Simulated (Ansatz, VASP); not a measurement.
## Two plane-wave programs on Si3Ag

```
Si Ag
1.0
    -2.54806    2.54806    2.54806
     2.54806   -2.54806    2.54806
     2.54806    2.54806   -2.54806
Si Ag
3 1
Cartesian
  2.5481 0.0000 0.0000
  0.0000 2.5481 0.0000
  0.0000 0.0000 2.5481
  0.0000 0.0000 0.0000
```

Alike in both runs: task single point; functional PBE; k mesh 6 × 6 × 6; occupations gaussian, width 0.1 eV; no spin polarisation.

```csv
,VASP,Ansatz
version,VASP 6.6.1,Ansatz 0.2.0
potentials or method,"VASP PAW PBE potentials, release 64 (Si, Ag), cutoff 520 eV","scalar-relativistic, plane waves, PAW"
valence electrons in the cell,23,31
```

VASP gave:

* gap on the k mesh at the Fermi level (eV): none
* pressure (GPa): 3.1

Problem. What did Ansatz give for the same quantities?

Solution. gap on the k mesh at the Fermi level (eV): none; pressure (GPa): 3.2.

A gap of «none» marks a metal or a gap that the smearing closes. VASP's potentials hold 23 valence electrons a cell and Ansatz's 31, so a difference there can come from the potentials and not from the codes.
